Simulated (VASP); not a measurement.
# Cd3TeSe2 (P6mm) in VASP: further runs

The runs below take Cd3TeSe2 through single point, relaxation of cell and atoms, with PBE.

Program: VASP 6.6.1. These are calculated values, not measurements. Logs are shortened: lines on timing, memory, paths and dates and some standing lists are left out, and cuts for length are marked.

## (1) The cell of the first run

Symmetry: P6mm, No. 183, hexagonal system. The conventional cell has a = 6.292 Å, b = 6.292 Å, c = 4.419 Å, α = 90.00°, β = 90.00°, γ = 120.00°. Within 3.8 Å of Cd (site symmetry 2mm) lie 4 Se at 2.85 to 2.87 Å and 4 Cd at 3.15 Å and 2 Te at 3.67 Å. Te (site symmetry 6mm) has 6 Se at 3.65 Å and 12 Cd at 3.67 to 4.03 Å and 2 Te at 4.42 Å within 4.8 Å. Se (site symmetry 3m) has 6 Cd at 2.85 to 2.87 Å and 3 Se at 3.63 Å and 3 Te at 3.65 Å within 3.8 Å.

The cell was generated, and may not be a known phase.

## (2) Single point, PBE

Contents of INCAR:

```
ALGO     = Normal         # electronic algorithm
EDIFF    = 1E-6           # SCF threshold, eV
ENCUT    = 520            # plane-wave cutoff, eV
GGA      = PE             # functional
ISIF     = 2              # what is computed and relaxed
ISMEAR   = 0              # smearing method
LASPH    = True           # aspherical terms in the spheres
LCHARG   = False          # write CHGCAR
LREAL    = False          # projectors in reciprocal space
LWAVE    = False          # write WAVECAR
NBANDS   = 36             # bands
NELM     = 60             # most SCF steps
PREC     = Accurate       # precision mode
SIGMA    = 0.1            # smearing width, eV
```

Contents of KPOINTS:

```
k-points
0
Gamma
  3 3 4
```

Contents of POSCAR:

```
Cd3TeSe2
1.0
    6.2921735300      0.0000000000      0.0000000000
   -3.1460867700      5.4491821200      0.0000000000
    0.0000000000      0.0000000000      4.4194311100
Cd Te Se
3 1 2
Direct
    0.5000000000      0.5000000000      0.4595159900
    0.5000000000      0.0000000000      0.4595159900
    0.0000000000      0.5000000000      0.4595159900
    0.0000000000      0.0000000000      0.8888130200
    0.6666666700      0.3333333300      0.9631379800
    0.3333333300      0.6666666700      0.9631379800
```

Potentials or basis: VASP PAW PBE potentials, release 64 (Cd, Te, Se).

Launch:

```
> cat potpaw_PBE.64/Cd/POTCAR potpaw_PBE.64/Te/POTCAR potpaw_PBE.64/Se/POTCAR > POTCAR
> mpirun -np 1 vasp_std > vasp.out
```

OUTCAR:

```text
EDIFF = 1E-6
   ENCUT = 520
   GGA = PE
   ISIF = 2
   ISMEAR = 0
   LASPH = True
   LREAL = False
   NELM = 60
   PREC = Accurate

 ion  position               nearest neighbor table
   1  0.500  0.500  0.460-   5 2.85   6 2.85   5 2.87   6 2.87   3 3.15   3 3.15   2 3.15   2 3.15
                             4 3.67   4 3.67
   2  0.500  0.000  0.460-   5 2.85   6 2.85   5 2.87   6 2.87   3 3.15   3 3.15   1 3.15   1 3.15
                             4 3.67   4 3.67
   3  0.000  0.500  0.460-   5 2.85   6 2.85   5 2.87   6 2.87   2 3.15   2 3.15   1 3.15   1 3.15
                             4 3.67   4 3.67
   4  0.000  0.000  0.889-   1 3.67   1 3.67   2 3.67   2 3.67   3 3.67   3 3.67
   5  0.667  0.333  0.963-   3 2.85   2 2.85   1 2.85   3 2.87   2 2.87   1 2.87
   6  0.333  0.667  0.963-   3 2.85   2 2.85   1 2.85   3 2.87   2 2.87   1 2.87

  LATTYP: Found a hexagonal cell.
 ALAT       =     6.2921735300
 C/A-ratio  =     0.7023695531

  Lattice vectors:

 A1 = (   6.2921735300,   0.0000000000,   0.0000000000)
 A2 = (  -3.1460867700,   5.4491821200,   0.0000000000)
 A3 = (   0.0000000000,   0.0000000000,   4.4194311100)

Analysis of symmetry for initial positions (statically):
=====================================================================
 Subroutine PRICEL returns:
 Original cell was already a primitive cell.

 Routine SETGRP: Setting up the symmetry group for a
 hexagonal supercell.

 Subroutine GETGRP returns: Found 12 space group operations
 (whereof 12 operations were pure point group operations)
 out of a pool of 24 trial point group operations.

The static configuration has the point symmetry C_6v.

Analysis of symmetry for dynamics (positions and initial velocities):
=====================================================================
 Subroutine PRICEL returns:
 Original cell was already a primitive cell.

 Routine SETGRP: Setting up the symmetry group for a
 hexagonal supercell.

 Subroutine GETGRP returns: Found 12 space group operations
 (whereof 12 operations were pure point group operations)
 out of a pool of 24 trial point group operations.

The dynamic configuration has the point symmetry C_6v.

 Subroutine INISYM returns: Found 12 space group operations
 (whereof 12 operations are pure point group operations),
 and found     1 'primitive' translations

----------------------------------------------------------------------------------------

                                     Primitive cell

  volume of cell :     151.5299

  direct lattice vectors                    reciprocal lattice vectors
     6.292173530  0.000000000  0.000000000     0.158927594  0.091756889  0.000000000
    -3.146086770  5.449182120  0.000000000     0.000000000  0.183513778  0.000000000
     0.000000000  0.000000000  4.419431110     0.000000000  0.000000000  0.226273467

  length of vectors
     6.292173530  6.292173531  4.419431110     0.183513778  0.183513778  0.226273467

  position of ions in fractional coordinates (direct lattice)
     0.500000000  0.500000000  0.459515990
     0.500000000  0.000000000  0.459515990
     0.000000000  0.500000000  0.459515990
     0.000000000  0.000000000  0.888813020
     0.666666670  0.333333330  0.963137980
     0.333333330  0.666666670  0.963137980

  ion indices of the primitive-cell ions
   primitive index   ion index
                 1           1
                 2           2
                 3           3
                 4           4
                 5           5
                 6           6

----------------------------------------------------------------------------------------

 KPOINTS: k-points

Automatic generation of k-mesh.
 Grid dimensions read from file:
 generate k-points for:    3    3    4

 Generating k-lattice:

  Cartesian coordinates                     Fractional coordinates (reciprocal lattice)
     0.052975865  0.030585630  0.000000000     0.333333333  0.000000000  0.000000000
     0.000000000  0.061171259  0.000000000     0.000000000  0.333333333  0.000000000
     0.000000000  0.000000000  0.056568367     0.000000000  0.000000000  0.250000000

  Length of vectors
     0.061171259  0.061171259  0.056568367

  Shift w.r.t. Gamma in fractional coordinates (k-lattice)
     0.000000000  0.000000000  0.000000000

 Subroutine IBZKPT returns following result:
 ===========================================

 Found      9 irreducible k-points:

 Following reciprocal coordinates:
            Coordinates               Weight
  0.000000  0.000000  0.000000      1.000000
  0.333333  0.000000  0.000000      6.000000
  0.333333  0.333333  0.000000      2.000000
  0.000000  0.000000  0.250000      2.000000
  0.333333  0.000000  0.250000     12.000000
  0.333333  0.333333  0.250000      4.000000
  0.000000  0.000000  0.500000      1.000000
  0.333333  0.000000  0.500000      6.000000
  0.333333  0.333333  0.500000      2.000000
   k-points           NKPTS =      9   k-points in BZ     NKDIM =      9   number of bands    NBANDS=     36
   number of dos      NEDOS =    301   number of ions     NIONS =      6
   total plane-waves  NPLWV =  82944
   dimension x,y,z NGX =    48 NGY =   48 NGZ =   36
   dimension x,y,z NGXF=    96 NGYF=   96 NGZF=   72
   ions per type =               3   1   2
   NGX,Y,Z   is equivalent  to a cutoff of  12.68, 12.68, 13.54 a.u.
   NGXF,Y,Z  is equivalent  to a cutoff of  25.36, 25.36, 27.08 a.u.
 SYSTEM =  unknown system
   PREC   = accura    normal or accurate (medium, high low for compatibility)
   ISTART =      0    job   : 0-new  1-cont  2-samecut
   ICHARG =      2    charge: 1-file 2-atom 10-const
   ISPIN  =      1    spin polarized calculation?
   LNONCOLLINEAR =      F non collinear calculations
   LSORBIT =      F    spin-orbit coupling
   LASPH  =      T    aspherical Exc in radial PAW
   ENCUT  =  520.0 eV  38.22 Ry    6.18 a.u.  11.70 11.70  8.22*2*pi/ulx,y,z
   NELM   =     60;   NELMIN=  2; NELMDL= -5     # of ELM steps
   EDIFF  = 0.1E-05   stopping-criterion for ELM
   LREAL  =      F    real-space projection
   EDIFFG = 0.1E-04   stopping-criterion for IOM
   NSW    =      0    number of steps for IOM
   IBRION =     -1    ionic relax: 0-MD 1-quasi-New 2-CG
   NFREE  =      0    steps in history (QN), initial steepest desc. (CG)
   ISIF   =      2    stress and relaxation
   ISYM   =      2    0-nonsym 1-usesym 2-fastsym
   POTIM  = 0.5000    time-step for ionic-motion
   TEBEG  =    0.0;   TEEND  =   0.0 temperature during run
   PSTRESS=    0.0 pullay stress
   NELECT =      54.0000    total number of electrons
   NUPDOWN=      -1.0000    fix difference up-down
   EMIN   =  10.00;   EMAX   =-10.00  energy-range for DOS
   EFERMI =   0.00;   METHOD = LEGACY
   ISMEAR =     0;   SIGMA  =   0.10  broadening in eV -4-tet -1-fermi 0-gaus
   EFERMI_NEDOS =   21; number of points for ismear=-14 and -15
   IALGO  =     38    algorithm
   IMIX   =      4    mixing-type and parameters
     AMIX     =   0.40;   BMIX     =  1.00
     AMIX_MAG =   1.60;   BMIX_MAG =  1.00
  volume/ion in A,a.u.               =      25.25       170.43
  Fermi-wavevector in a.u.,A,eV,Ry     =   1.160664  2.193337 18.328974  1.347142
  Thomas-Fermi vector in A             =   2.297244
   LORBIT       =      0    0 simple, 1 ext, 2 COOP (PROOUT), +10 PAW based schemes
   GGA     = PE    functional components
   LHFCALC =     F    Hartree Fock is set to
   AEXX    =    0.0000 exact exchange contribution
   IVDW    =     0    specifies the selected vdW correction
   LEPSILON=     F    determine dielectric tensor
   LRPA    =     F    only Hartree local field effects (RPA)
 non-spin polarized calculation
 Gauss-broadening in eV      SIGMA  =   0.10
  energy-cutoff  :      520.00
  volume of cell :      151.53
 maximum number of plane-waves:      4102
 NGX is ok and might be reduce to    48
   NGX = 23   NGY = 23   NGZ = 17

 number of electron      53.9999981 magnetization

 Free energy of the ion-electron system (eV)
  ---------------------------------------------------
  ext. energy  EPLUGINS =         0.00000000
  ---------------------------------------------------
  free energy    TOTEN  =       -11.45077927 eV

  energy without entropy =      -11.42327478  energy(sigma->0) =      -11.43702703

 E-fermi :   3.4824     XC(G=0):  -9.9647

 val. band max:        3.4747615122   @ k =   0.3333   0.3333   0.2500
 cond. band min:       3.5797866877   @ k =   0.3333   0.0000   0.0000
 fundamental gap:      0.1050251755
 Fermi energy:         3.4823832859

 k-point     1 :       0.0000    0.0000    0.0000
  band No.  band energies     occupation
      1     -10.3677      2.00000
      2      -9.2528      2.00000
      3      -6.7558      2.00000
      4      -6.0495      2.00000
      5      -5.9139      2.00000
      6      -5.7477      2.00000
[... 28 lines left out ...]
     35       7.9802      0.00000
     36       9.2705      0.00000

 k-point     2 :       0.3333    0.0000    0.0000
  band No.  band energies     occupation
      1     -10.1444      2.00000
      2      -9.5189      2.00000
      3      -6.8079      2.00000
      4      -5.9037      2.00000
      5      -5.8092      2.00000
      6      -5.6664      2.00000
[... 28 lines left out ...]
     35       8.7823      0.00000
     36       9.4707      0.00000

 k-point     3 :       0.3333    0.3333    0.0000
  band No.  band energies     occupation
      1      -9.8379      2.00000
      2      -9.8379      2.00000
      3      -6.8711      2.00000
      4      -5.6850      2.00000
      5      -5.6850      2.00000
      6      -5.6393      2.00000
[... 28 lines left out ...]
     35       9.0350      0.00000
     36       9.0350      0.00000
[... 157 lines left out ...]
 k-point     8 :       0.3333    0.0000    0.5000
  band No.  band energies     occupation
      1      -9.7860      2.00000
      2      -9.5899      2.00000
      3      -6.6153      2.00000
      4      -6.0033      2.00000
      5      -5.6860      2.00000
      6      -5.5262      2.00000
[... 28 lines left out ...]
     35       9.8106      0.00000
     36       9.9684      0.00000

 k-point     9 :       0.3333    0.3333    0.5000
  band No.  band energies     occupation
      1      -9.6753      2.00000
      2      -9.6753      2.00000
      3      -6.7050      2.00000
      4      -5.6740      2.00000
      5      -5.6740      2.00000
      6      -5.6198      2.00000
[... 28 lines left out ...]
     35       9.0475      0.00000
     36       9.6387      0.00000

------------------------ aborting loop because EDIFF is reached ----------------------------------------

  FORCE on cell =-STRESS in cart. coord.  units (eV):
  Direction    XX          YY          ZZ          XY          YZ          ZX
  --------------------------------------------------------------------------------------
  -------------------------------------------------------------------------------------
  Total        4.1146095      4.1146095     -0.9812507     -0.0000000      0.0000000      0.0000000
  in kB       43.5051655     43.5051654    -10.3750970     -0.0000000      0.0000000      0.0000000
  external PRESSURE =      25.5450780 kB  Pullay stress =       0.0000000 kB

 VOLUME and BASIS-vectors are now :
 -----------------------------------------------------------------------------
  energy-cutoff  :      520.00
  volume of cell :      151.53
      direct lattice vectors                 reciprocal lattice vectors
     6.292173530  0.000000000  0.000000000     0.158927594  0.091756889  0.000000000
    -3.146086770  5.449182120  0.000000000     0.000000000  0.183513778  0.000000000
     0.000000000  0.000000000  4.419431110     0.000000000  0.000000000  0.226273467

 POSITION                                       TOTAL-FORCE (eV/Angst)
 -----------------------------------------------------------------------------------
      1.57304      2.72459      2.03080        -0.000000      0.000000      0.003762
      3.14609      0.00000      2.03080        -0.000000     -0.000000      0.003762
     -1.57304      2.72459      2.03080        -0.000000      0.000000      0.003762
      0.00000      0.00000      3.92805        -0.000000     -0.000000     -1.304704
      3.14609      1.81639      4.25652         0.000000     -0.000000      0.646709
     -0.00000      3.63279      4.25652        -0.000000      0.000000      0.646709
 -----------------------------------------------------------------------------------
    total drift:                                0.000000      0.000000      0.000398

  FREE ENERGIE OF THE ION-ELECTRON SYSTEM (eV)
  ---------------------------------------------------
  free  energy   TOTEN  =       -11.4507792724 eV

  energy  without entropy=      -11.4232747785  energy(sigma->0) =      -11.43702703
```

Run time: 78 s. Hardware: 1 thread of Intel Xeon 8259CL, shared host; peak memory 0.29 GiB.

Results:

- Free energy: -11.4508 eV
- Pressure: 2.6 GPa
- Largest force: 1.305 eV/Å
- Band gap on the k mesh: zero (bands 27 and 28 overlap by 0.58 eV)

Forces on the atoms (eV/Å):
```
Cd   0.000  0.000  0.004
Cd   0.000  0.000  0.004
Cd   0.000  0.000  0.004
Te   0.000  0.000 -1.305
Se   0.000  0.000  0.647
Se   0.000  0.000  0.647
```

Stress tensor (GPa, compression positive):
```
 4.35  0.00  0.00
 0.00  4.35  0.00
 0.00  0.00 -1.04
```

Caveat: the k points lie up to 0.38 Å⁻¹ apart, too coarse for converged energies and pressures of a metal; semilocal functionals underestimate gaps, and a narrow one can read as zero; spin-orbit coupling is left out, which moves the levels of the heavy elements; forces of over 1 eV/Å act on the atoms, so gaps and moduli don't describe the material at rest.

## (3) Relaxation of cell and atoms, PBE

Contents of INCAR:

```
SYSTEM = Cd3TeSe2
PREC = Accurate
ENCUT = 600
EDIFF = 1E-6
ISMEAR = 0
SIGMA = 0.1
LREAL = .FALSE.
LASPH = .TRUE.
NELM = 100
ALGO = Normal
ISIF = 3
LWAVE = .FALSE.
LCHARG = .FALSE.
GGA = PE
IBRION = 2
NSW = 90
EDIFFG = -0.04
```

Contents of KPOINTS:

```
regular mesh
0
G
  3 3 4
  0 0 0
```

POSCAR is that of step 2.

Potentials or basis: VASP PAW PBE potentials, release 64 (Cd, Te, Se).

Launch:

```
> cat potpaw_PBE.64/Cd/POTCAR potpaw_PBE.64/Te/POTCAR potpaw_PBE.64/Se/POTCAR > POTCAR
> mpirun -np 1 vasp_std > vasp.out
```

Run time: 24 min. Hardware: 1 thread of Intel Xeon 8259CL, shared host; peak memory 0.33 GiB.

Results (log left out):

```
Free energy                           : -13.7676 eV
Relaxed volume                        : 27.62 Å³/atom
Relaxed cell                          : a = 7.043 Å, b = 7.043 Å, c = 3.858 Å, α = 90.00°, β = 90.00°, γ = 120.00°
Space group after relaxing (to 0.1 Å) : P6/mmm (No. 191)
Energy gained by relaxing             : 386.3 meV/atom
Ionic steps                           : 24
Pressure after relaxing               : -0.1 GPa
Largest force after relaxing          : 0.025 eV/Å
Band gap on the k mesh                : zero (bands 27 and 28 overlap by 1.77 eV)
```

Forces in eV/Å, atoms in the order of the input:
```
Cd   0.000  0.000  0.000
Cd   0.000  0.000  0.000
Cd   0.000  0.000  0.000
Te   0.000  0.000  0.025
Se   0.000  0.000 -0.012
Se   0.000  0.000 -0.012
```

Step by step:
```tsv
step	energy change (eV)	largest force (eV/Å)	pressure (GPa)	volume (Å³)
1	0.0000	1.3044	2.50	151.53
2	-0.3390	1.3480	0.04	160.24
3	-0.8980	1.0955	-4.26	187.25
4	-1.0762	0.9885	-4.17	187.86
5	-1.4345	0.7136	-3.78	189.02
6	-1.0574	0.3744	-1.35	188.25
7	-1.4770	0.6203	-3.50	189.22
8	-1.6053	0.6531	-2.60	182.84
9	-1.7353	0.7127	-0.36	171.18
10	-1.7407	0.7283	0.43	168.03
11	-1.7731	0.7373	0.43	167.40
12	-1.8532	0.7592	0.52	165.49
13	-1.9210	0.7852	1.19	161.65
14	-1.9756	0.7432	0.45	164.14
15	-2.0560	0.6040	-1.51	171.76
16	-2.1112	0.5414	-1.22	170.64
17	-2.2239	0.3559	-0.24	167.30
18	-2.2046	0.1107	2.20	160.65
19	-2.2548	0.2256	0.79	164.26
20	-2.2993	0.0836	0.16	165.83
21	-2.3103	0.0253	-0.29	167.08
22	-2.3164	0.0268	0.04	165.60
23	-2.3171	0.0274	0.18	164.97
24	-2.3177	0.0252	-0.10	165.74
```

Final structure:
```
CELL_PARAMETERS angstrom
7.04307 0.00000 0.00000
-3.52154 6.09948 0.00000
0.00000 0.00000 3.85800
ATOMIC_POSITIONS crystal
Cd 0.50000 0.50000 0.53358
Cd 0.50000 0.00000 0.53358
Cd 0.00000 0.50000 0.53358
Te 0.00000 0.00000 0.52583
Se 0.66667 0.33333 0.03354
Se 0.33333 0.66667 0.03354
```

Levels at points of the mesh, in eV from the Fermi level:
```tsv
k point	band 24	band 25	band 26	band 27	band 28	band 29	band 30	band 31
(0.00, 0.00, 0.00)	-1.59	-1.41	-1.41	-0.90	0.84	2.22	3.34	3.34
(0.00, 0.00, 0.50)	-1.98	-1.98	-1.48	-1.48	-1.14	-1.14	3.54	3.58
```

Caveat: the k points lie up to 0.41 Å⁻¹ apart in the final cell, too coarse for converged energies and pressures of a metal; spin-orbit coupling is left out, which moves the levels of the heavy elements.

The gap in the log of VASP goes by the Fermi energy; the results here count the filled bands.